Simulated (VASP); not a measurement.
# AlGaN2 (P-4m2) in VASP: further runs, part 2 of 2

VASP 6.6.1.

### Step 3. Single point, LDA (strain +0.000 along x and y, +0.030 along z)

File INCAR:

```
SYSTEM = AlGaN2
PREC = Accurate
ENCUT = 520
EDIFF = 1E-6
ISMEAR = 0
SIGMA = 0.05
LREAL = .FALSE.
LASPH = .TRUE.
NELM = 100
ALGO = Normal
ISIF = 2
LWAVE = .FALSE.
LCHARG = .FALSE.
NBANDS = 21
```

File KPOINTS:

```
Automatic mesh
0
G
  8 8 6
  0 0 0
```

File POSCAR:

```
AlGaN2
1.0
    3.1408770487      0.0000000000      0.0000000000
    0.0000000000      3.1408770487      0.0000000000
    0.0000000000      0.0000000000      4.5565530782
Al Ga N
1 1 2
Direct
    0.5000000000      0.5000000000      0.5000000000
    0.0000000000      0.0000000000      0.0000000000
    0.5000000000      0.0000000000      0.7382648100
    0.0000000000      0.5000000000      0.2617351900
```

Potentials or basis: VASP PAW LDA potentials, release 64 (Al, Ga_d, N).

Command:

```bash
cat potpaw_LDA.64/Al/POTCAR potpaw_LDA.64/Ga_d/POTCAR potpaw_LDA.64/N/POTCAR > POTCAR
mpirun -np 1 vasp_std > vasp.out
```

OUTCAR:

```text
SYSTEM = AlGaN2
   PREC = Accurate
   ENCUT = 520
   EDIFF = 1E-6
   ISMEAR = 0
   LREAL = .FALSE.
   LASPH = .TRUE.
   NELM = 100
   ISIF = 2

 ion  position               nearest neighbor table
   1  0.500  0.500  0.500-   3 1.91   4 1.91   3 1.91   4 1.91
   2  0.000  0.000  0.000-   3 1.97   4 1.97   4 1.97   3 1.97
   3  0.500  0.000  0.738-   1 1.91   1 1.91   2 1.97   2 1.97
   4  0.000  0.500  0.262-   1 1.91   1 1.91   2 1.97   2 1.97

  LATTYP: Found a simple tetragonal cell.
 ALAT       =     3.1408770487
 C/A-ratio  =     1.4507263441

  Lattice vectors:

 A1 = (   3.1408770487,   0.0000000000,   0.0000000000)
 A2 = (   0.0000000000,   3.1408770487,   0.0000000000)
 A3 = (   0.0000000000,   0.0000000000,   4.5565530782)

Analysis of symmetry for initial positions (statically):
=====================================================================
 Subroutine PRICEL returns:
 Original cell was already a primitive cell.

 Routine SETGRP: Setting up the symmetry group for a
 simple tetragonal supercell.

 Subroutine GETGRP returns: Found  8 space group operations
 (whereof  8 operations were pure point group operations)
 out of a pool of 16 trial point group operations.

The static configuration has the point symmetry D_2d.

Analysis of symmetry for dynamics (positions and initial velocities):
=====================================================================
 Subroutine PRICEL returns:
 Original cell was already a primitive cell.

 Routine SETGRP: Setting up the symmetry group for a
 simple tetragonal supercell.

 Subroutine GETGRP returns: Found  8 space group operations
 (whereof  8 operations were pure point group operations)
 out of a pool of 16 trial point group operations.

The dynamic configuration has the point symmetry D_2d.

 Subroutine INISYM returns: Found  8 space group operations
 (whereof  8 operations are pure point group operations),
 and found     1 'primitive' translations

----------------------------------------------------------------------------------------

                                     Primitive cell

  volume of cell :      44.9509

  direct lattice vectors                    reciprocal lattice vectors
     3.140877049  0.000000000  0.000000000     0.318382409  0.000000000  0.000000000
     0.000000000  3.140877049  0.000000000     0.000000000  0.318382409  0.000000000
     0.000000000  0.000000000  4.556553078     0.000000000  0.000000000  0.219464139

  length of vectors
     3.140877049  3.140877049  4.556553078     0.318382409  0.318382409  0.219464139

  position of ions in fractional coordinates (direct lattice)
     0.500000000  0.500000000  0.500000000
     0.000000000  0.000000000  0.000000000
     0.500000000  0.000000000  0.738264810
     0.000000000  0.500000000  0.261735190

  ion indices of the primitive-cell ions
   primitive index   ion index
                 1           1
                 2           2
                 3           3
                 4           4

----------------------------------------------------------------------------------------

 KPOINTS: Automatic mesh

Automatic generation of k-mesh.
 Grid dimensions read from file:
 generate k-points for:    8    8    6

 Generating k-lattice:

  Cartesian coordinates                     Fractional coordinates (reciprocal lattice)
     0.039797801  0.000000000  0.000000000     0.125000000  0.000000000  0.000000000
     0.000000000  0.039797801  0.000000000     0.000000000  0.125000000  0.000000000
     0.000000000  0.000000000  0.036577357     0.000000000  0.000000000  0.166666667

  Length of vectors
     0.039797801  0.039797801  0.036577357

  Shift w.r.t. Gamma in fractional coordinates (k-lattice)
     0.000000000  0.000000000  0.000000000

 Subroutine IBZKPT returns following result:
 ===========================================

 Found     60 irreducible k-points:

 Following reciprocal coordinates:
            Coordinates               Weight
  0.000000  0.000000  0.000000      1.000000
  0.125000  0.000000  0.000000      4.000000
  0.250000  0.000000  0.000000      4.000000
  0.375000  0.000000  0.000000      4.000000
  0.500000  0.000000  0.000000      2.000000
  0.125000  0.125000  0.000000      4.000000
[... 16 lines left out ...]
  0.375000  0.125000  0.166667     16.000000
  0.500000  0.125000  0.166667      8.000000
 [... further k-points ...]
   k-points           NKPTS =     60   k-points in BZ     NKDIM =     60   number of bands    NBANDS=     21
   number of dos      NEDOS =    301   number of ions     NIONS =      4
   total plane-waves  NPLWV =  20736
   dimension x,y,z NGX =    24 NGY =   24 NGZ =   36
   dimension x,y,z NGXF=    48 NGYF=   48 NGZF=   72
   ions per type =               1   1   2
   NGX,Y,Z   is equivalent  to a cutoff of  12.70, 12.70, 13.13 a.u.
   NGXF,Y,Z  is equivalent  to a cutoff of  25.41, 25.41, 26.27 a.u.
 SYSTEM =  AlGaN2
   PREC   = accura    normal or accurate (medium, high low for compatibility)
   ISTART =      0    job   : 0-new  1-cont  2-samecut
   ICHARG =      2    charge: 1-file 2-atom 10-const
   ISPIN  =      1    spin polarized calculation?
   LNONCOLLINEAR =      F non collinear calculations
   LSORBIT =      F    spin-orbit coupling
   LASPH  =      T    aspherical Exc in radial PAW
   ENCUT  =  520.0 eV  38.22 Ry    6.18 a.u.   5.84  5.84  8.47*2*pi/ulx,y,z
   NELM   =    100;   NELMIN=  2; NELMDL= -5     # of ELM steps
   EDIFF  = 0.1E-05   stopping-criterion for ELM
   LREAL  =      F    real-space projection
   EDIFFG = 0.1E-04   stopping-criterion for IOM
   NSW    =      0    number of steps for IOM
   IBRION =     -1    ionic relax: 0-MD 1-quasi-New 2-CG
   NFREE  =      0    steps in history (QN), initial steepest desc. (CG)
   ISIF   =      2    stress and relaxation
   ISYM   =      2    0-nonsym 1-usesym 2-fastsym
   POTIM  = 0.5000    time-step for ionic-motion
   TEBEG  =    0.0;   TEEND  =   0.0 temperature during run
   PSTRESS=    0.0 pullay stress
   NELECT =      26.0000    total number of electrons
   NUPDOWN=      -1.0000    fix difference up-down
   EMIN   =  10.00;   EMAX   =-10.00  energy-range for DOS
   EFERMI =   0.00;   METHOD = LEGACY
   ISMEAR =     0;   SIGMA  =   0.05  broadening in eV -4-tet -1-fermi 0-gaus
   EFERMI_NEDOS =   21; number of points for ismear=-14 and -15
   IALGO  =     38    algorithm
   IMIX   =      4    mixing-type and parameters
     AMIX     =   0.40;   BMIX     =  1.00
     AMIX_MAG =   1.60;   BMIX_MAG =  1.00
  volume/ion in A,a.u.               =      11.24        75.84
  Fermi-wavevector in a.u.,A,eV,Ry     =   1.364017  2.577619 25.314223  1.860543
  Thomas-Fermi vector in A             =   2.490370
   LORBIT       =      0    0 simple, 1 ext, 2 COOP (PROOUT), +10 PAW based schemes
   GGA     = CA    functional components
   LHFCALC =     F    Hartree Fock is set to
   AEXX    =    0.0000 exact exchange contribution
   IVDW    =     0    specifies the selected vdW correction
   LEPSILON=     F    determine dielectric tensor
   LRPA    =     F    only Hartree local field effects (RPA)
 non-spin polarized calculation
 Gauss-broadening in eV      SIGMA  =   0.05
  energy-cutoff  :      520.00
  volume of cell :       44.95
 maximum number of plane-waves:      1248
 NGX is ok and might be reduce to    24
   NGX = 11   NGY = 11   NGZ = 17

 number of electron      25.9999990 magnetization

 Free energy of the ion-electron system (eV)
  ---------------------------------------------------
  ext. energy  EPLUGINS =         0.00000000
  ---------------------------------------------------
  free energy    TOTEN  =       -30.23557295 eV

  energy without entropy =      -30.23557295  energy(sigma->0) =      -30.23557295

 E-fermi :   5.4238     XC(G=0): -11.5807

 val. band max:        5.1337131574   @ k =   0.0000   0.0000   0.0000
 cond. band min:       7.7386783989   @ k =   0.0000   0.0000   0.0000
 fundamental gap:      2.6049652415
 Fermi energy:         5.4237956223

 k-point     1 :       0.0000    0.0000    0.0000
  band No.  band energies     occupation
      1     -10.0527      2.00000
      2      -8.8819      2.00000
      3      -8.0120      2.00000
      4      -8.0120      2.00000
      5      -7.9713      2.00000
      6      -7.8424      2.00000
[... 13 lines left out ...]
     20      17.0406      0.00000
     21      19.5828      0.00000
[... 529 lines left out ...]
 k-point    24 :       0.5000    0.1250    0.1667
  band No.  band energies     occupation
      1      -9.0533      2.00000
      2      -8.8618      2.00000
      3      -8.0054      2.00000
      4      -7.9329      2.00000
      5      -7.9184      2.00000
      6      -7.1035      2.00000
[... 13 lines left out ...]
     20      16.9374      0.00000
     21      17.0468      0.00000

 [... further k-points ...]
[... 5 lines left out ...]
  --------------------------------------------------------------------------------------
  -------------------------------------------------------------------------------------
  Total       -2.2366512     -2.2366512     -3.4692723      0.0000000      0.0000000      0.0000000
  in kB      -79.7205967    -79.7205967   -123.6547101      0.0000000      0.0000000      0.0000000
  external PRESSURE =     -94.3653012 kB  Pullay stress =       0.0000000 kB

 VOLUME and BASIS-vectors are now :
 -----------------------------------------------------------------------------
  energy-cutoff  :      520.00
  volume of cell :       44.95
      direct lattice vectors                 reciprocal lattice vectors
     3.140877049  0.000000000  0.000000000     0.318382409  0.000000000  0.000000000
     0.000000000  3.140877049  0.000000000     0.000000000  0.318382409  0.000000000
     0.000000000  0.000000000  4.556553078     0.000000000  0.000000000  0.219464139

 POSITION                                       TOTAL-FORCE (eV/Angst)
 -----------------------------------------------------------------------------------
      1.57044      1.57044      2.27828        -0.000000     -0.000000     -0.000000
      0.00000      0.00000      0.00000        -0.000000      0.000000     -0.000000
      1.57044      0.00000      3.36394        -0.000000      0.000000      0.211840
      0.00000      1.57044      1.19261         0.000000      0.000000     -0.211840
 -----------------------------------------------------------------------------------
    total drift:                                0.000000      0.000000      0.000000

  FREE ENERGIE OF THE ION-ELECTRON SYSTEM (eV)
  ---------------------------------------------------
  free  energy   TOTEN  =       -30.2355729525 eV

  energy  without entropy=      -30.2355729525  energy(sigma->0) =      -30.23557295
```

OSZICAR:

```text
N       E                     dE             d eps       ncg     rms          rms(c)
DAV:   1     0.168448662779E+03    0.16845E+03   -0.12825E+04  2797   0.179E+03
DAV:   2    -0.143266634287E+02   -0.18278E+03   -0.17070E+03  2784   0.406E+02
DAV:   3    -0.342843134454E+02   -0.19958E+02   -0.19717E+02  2919   0.105E+02
DAV:   4    -0.347841964428E+02   -0.49988E+00   -0.49896E+00  3135   0.175E+01
DAV:   5    -0.347926731606E+02   -0.84767E-02   -0.84761E-02  2825   0.219E+00    0.113E+01
DAV:   6    -0.303171855756E+02    0.44755E+01   -0.14792E+01  3915   0.502E+01    0.394E+00
DAV:   7    -0.302982752508E+02    0.18910E-01   -0.89927E-01  2695   0.791E+00    0.264E+00
DAV:   8    -0.302498808679E+02    0.48394E-01   -0.22642E-01  2971   0.424E+00    0.111E+00
DAV:   9    -0.302353967158E+02    0.14484E-01   -0.41084E-02  3331   0.290E+00    0.422E-01
DAV:  10    -0.302355953956E+02   -0.19868E-03   -0.63257E-03  2949   0.525E-01    0.110E-01
DAV:  11    -0.302355790162E+02    0.16379E-04   -0.17305E-04  3484   0.159E-01    0.303E-02
DAV:  12    -0.302355725738E+02    0.64424E-05   -0.40006E-05  3542   0.740E-02    0.106E-02
DAV:  13    -0.302355729525E+02   -0.37868E-06   -0.22740E-06  2770   0.117E-02
   1 F= -.30235573E+02 E0= -.30235573E+02  d E =-.359100E-18
```

stdout:

```text
POSCAR found type information on POSCAR AlGaN
 POSCAR found :  3 types and       4 ions
 scaLAPACK will be used
 LDA part: xc-table for (Slater(with rela. corr.)+CA(PZ))
 , standard interpolation
 POSCAR, INCAR and KPOINTS ok, starting setup
 FFT: planning ... GRIDC
 FFT: planning ... GRID_SOFT
 FFT: planning ... GRID
 WAVECAR not read
 entering main loop
```

It took 18 s on 1 thread of Intel Xeon 6975P-C (Granite Rapids), shared host; peak memory 0.18 GiB.

What came out:

| Item | Value |
| --- | --- |
| Free energy | -30.2356 eV |
| Pressure | -9.4 GPa |
| Largest force | 0.212 eV/Å |
| Band gap on the k mesh | 2.60 eV, direct |

Forces on the atoms (eV/Å):
```
Al   0.000  0.000  0.000
Ga   0.000  0.000  0.000
N    0.000  0.000  0.212
N    0.000  0.000 -0.212
```

Caveat: the cell differs from its parent crystal (strain +0.000 along x and y, +0.030 along z).

### Step 4. Single point, LDA (strain +0.030 along x and y, -0.030 along z)

File INCAR:

```
SYSTEM = AlGaN2
PREC = Accurate ; ENCUT = 520
EDIFF = 1E-7 ; ISMEAR = 0
SIGMA = 0.05 ; LREAL = .FALSE.
LASPH = .TRUE. ; NELM = 100
ALGO = Normal ; ISIF = 2
LWAVE = .FALSE. ; LCHARG = .FALSE.
GGA = CA ; NBANDS = 21
```

File KPOINTS:

```
regular mesh
0
G
  8 8 6
  0 0 0
```

File POSCAR:

```
AlGaN2
1.0
    3.2351033602      0.0000000000      0.0000000000
    0.0000000000      3.2351033602      0.0000000000
    0.0000000000      0.0000000000      4.2911228018
Al Ga N
1 1 2
Direct
    0.5000000000      0.5000000000      0.5000000000
    0.0000000000      0.0000000000      0.0000000000
    0.5000000000      0.0000000000      0.7382648100
    0.0000000000      0.5000000000      0.2617351900
```

Potentials or basis: VASP PAW LDA potentials, release 64 (Al, Ga_d, N).

Command:

```bash
cat potpaw_LDA.64/Al/POTCAR potpaw_LDA.64/Ga_d/POTCAR potpaw_LDA.64/N/POTCAR > POTCAR
mpirun -np 1 vasp_std > vasp.out
```

OUTCAR:

```text
SYSTEM = AlGaN2
   PREC = Accurate
   ENCUT = 520
   EDIFF = 1E-7
   ISMEAR = 0
   LREAL = .FALSE.
   LASPH = .TRUE.
   NELM = 100
   ISIF = 2
   GGA = CA

 ion  position               nearest neighbor table
   1  0.500  0.500  0.500-   3 1.91   4 1.91   3 1.91   4 1.91   2 3.14   2 3.14   2 3.14   2 3.14
                             2 3.14   2 3.14   2 3.14   2 3.14
   2  0.000  0.000  0.000-   3 1.97   4 1.97   4 1.97   3 1.97   1 3.14   1 3.14   1 3.14   1 3.14
                             1 3.14   1 3.14   1 3.14   1 3.14
   3  0.500  0.000  0.738-   1 1.91   1 1.91   2 1.97   2 1.97
   4  0.000  0.500  0.262-   1 1.91   1 1.91   2 1.97   2 1.97

  LATTYP: Found a simple tetragonal cell.
 ALAT       =     3.2351033602
 C/A-ratio  =     1.3264252557

  Lattice vectors:

 A1 = (   3.2351033602,   0.0000000000,   0.0000000000)
 A2 = (   0.0000000000,   3.2351033602,   0.0000000000)
 A3 = (   0.0000000000,   0.0000000000,   4.2911228018)

Analysis of symmetry for initial positions (statically):
=====================================================================
 Subroutine PRICEL returns:
 Original cell was already a primitive cell.

 Routine SETGRP: Setting up the symmetry group for a
[... 174 lines left out ...]
 val. band max:        5.0358093063   @ k =   0.0000   0.0000   0.0000
 cond. band min:       7.7494119388   @ k =   0.0000   0.0000   0.0000
 fundamental gap:      2.7136026324
 Fermi energy:         5.3299743365

 k-point     1 :       0.0000    0.0000    0.0000
  band No.  band energies     occupation
      1     -10.0434      2.00000
      2      -8.8504      2.00000
      3      -8.0168      2.00000
      4      -8.0168      2.00000
      5      -7.9720      2.00000
      6      -7.8164      2.00000
[... 565 lines left out ...]
     20      16.7695      0.00000
     21      16.9955      0.00000

 [... further k-points ...]

------------------------ aborting loop because EDIFF is reached ----------------------------------------

  FORCE on cell =-STRESS in cart. coord.  units (eV):
  Direction    XX          YY          ZZ          XY          YZ          ZX
  --------------------------------------------------------------------------------------
  -------------------------------------------------------------------------------------
  Total       -3.3443435     -3.3443435     -1.3933753      0.0000000      0.0000000      0.0000000
  in kB     -119.3092715   -119.3092715    -49.7085873      0.0000000      0.0000000      0.0000000
  external PRESSURE =     -96.1090434 kB  Pullay stress =       0.0000000 kB

 VOLUME and BASIS-vectors are now :
 -----------------------------------------------------------------------------
  energy-cutoff  :      520.00
  volume of cell :       44.91
      direct lattice vectors                 reciprocal lattice vectors
     3.235103360  0.000000000  0.000000000     0.309109135  0.000000000  0.000000000
     0.000000000  3.235103360  0.000000000     0.000000000  0.309109135  0.000000000
     0.000000000  0.000000000  4.291122802     0.000000000  0.000000000  0.233039241

 POSITION                                       TOTAL-FORCE (eV/Angst)
 -----------------------------------------------------------------------------------
      1.61755      1.61755      2.14556        -0.000000     -0.000000      0.000000
      0.00000      0.00000      0.00000        -0.000000      0.000000      0.000000
      1.61755      0.00000      3.16798        -0.000000      0.000000      0.054706
      0.00000      1.61755      1.12314         0.000000      0.000000     -0.054706
 -----------------------------------------------------------------------------------
    total drift:                                0.000000      0.000000      0.000000

  FREE ENERGIE OF THE ION-ELECTRON SYSTEM (eV)
  ---------------------------------------------------
  free  energy   TOTEN  =       -30.2098635932 eV

  energy  without entropy=      -30.2098635932  energy(sigma->0) =      -30.20986359
```

OSZICAR:

```text
N       E                     dE             d eps       ncg     rms          rms(c)
DAV:   1     0.167124835815E+03    0.16712E+03   -0.13040E+04  2778   0.181E+03
DAV:   2    -0.139809870744E+02   -0.18111E+03   -0.16929E+03  2679   0.403E+02
DAV:   3    -0.342127584279E+02   -0.20232E+02   -0.19964E+02  2954   0.105E+02
DAV:   4    -0.347358079793E+02   -0.52305E+00   -0.52198E+00  3055   0.180E+01
DAV:   5    -0.347452942839E+02   -0.94863E-02   -0.94853E-02  2889   0.233E+00    0.113E+01
DAV:   6    -0.302942616233E+02    0.44510E+01   -0.14764E+01  3906   0.500E+01    0.394E+00
DAV:   7    -0.302725232797E+02    0.21738E-01   -0.87229E-01  2665   0.776E+00    0.263E+00
DAV:   8    -0.302237852600E+02    0.48738E-01   -0.22367E-01  2961   0.413E+00    0.111E+00
DAV:   9    -0.302096242857E+02    0.14161E-01   -0.41284E-02  3277   0.289E+00    0.415E-01
DAV:  10    -0.302098884174E+02   -0.26413E-03   -0.61448E-03  2917   0.503E-01    0.108E-01
DAV:  11    -0.302098719273E+02    0.16490E-04   -0.16775E-04  3586   0.150E-01    0.341E-02
DAV:  12    -0.302098632282E+02    0.86991E-05   -0.40276E-05  3439   0.765E-02    0.118E-02
DAV:  13    -0.302098635811E+02   -0.35286E-06   -0.29731E-06  3053   0.138E-02    0.422E-03
DAV:  14    -0.302098635932E+02   -0.12053E-07   -0.24101E-07  2489   0.416E-03
   1 F= -.30209864E+02 E0= -.30209864E+02  d E =-.193625E-18
```

stdout:

```text
POSCAR found type information on POSCAR AlGaN
 POSCAR found :  3 types and       4 ions
 scaLAPACK will be used
 LDA part: xc-table for (Slater(with rela. corr.)+CA(PZ))
 , standard interpolation
 POSCAR, INCAR and KPOINTS ok, starting setup
 FFT: planning ... GRIDC
 FFT: planning ... GRID_SOFT
 FFT: planning ... GRID
 WAVECAR not read
 entering main loop
```

Run time: 17 s. Hardware: 1 thread of Intel Xeon 6975P-C (Granite Rapids), shared host; peak memory 0.17 GiB.

Results:

```yaml
Free_energy: -30.2099 eV
Pressure: -9.6 GPa
Largest_force: 0.055 eV/Å
Band_gap_on_the_k_mesh: 2.71 eV, direct
```

Forces on the atoms (eV/Å):
```
Al   0.000  0.000  0.000
Ga   0.000  0.000  0.000
N    0.000  0.000  0.055
N    0.000  0.000 -0.055
```

Levels at points of the mesh, in eV from the valence-band top:
```
           k point  band 10  band 11  band 12  band 13  band 14  band 15  band 16  band 17
(0.00, 0.00, 0.00)    -2.50     0.00     0.00     0.00     2.71     3.37     6.71    10.96
(0.50, 0.00, 0.00)    -2.57    -2.49    -1.12    -0.86     6.69     6.91     7.51     7.79
(0.50, 0.50, 0.00)    -1.98    -1.97    -1.97    -1.97     3.42     3.42     6.43     8.76
(0.00, 0.00, 0.50)    -1.63    -1.63    -1.11    -1.11     5.23     5.45     7.42     8.51
(0.50, 0.00, 0.50)    -1.08    -0.70    -0.61    -0.28     4.89     6.21     8.98     9.24
(0.50, 0.50, 0.50)    -3.83    -3.13    -3.10    -3.10     6.48     6.48     8.51    10.39
```

Caveat: the cell differs from its parent crystal (strain +0.030 along x and y, -0.030 along z).

### Step 5. Overview

```csv
cell,gap on the mesh (eV),pressure (GPa),largest force (eV/Å)
"a = 3.188, b = 3.188, c = 4.357 Å, 4 atoms",2.79,-7.0,0.11
"a = 3.141, b = 3.141, c = 4.557 Å, 4 atoms",2.60,-9.4,0.21
"a = 3.235, b = 3.235, c = 4.291 Å, 4 atoms",2.71,-9.6,0.05
```

Alike in all rows: task single point; level LDA; potentials or basis VASP PAW LDA potentials, release 64 (Al, Ga_d, N); no spin polarisation; k mesh 8 × 8 × 6; cutoff (eV) 520; smearing gaussian 0.05 eV.

Absolute energies hang on the potentials; compare differences alone.
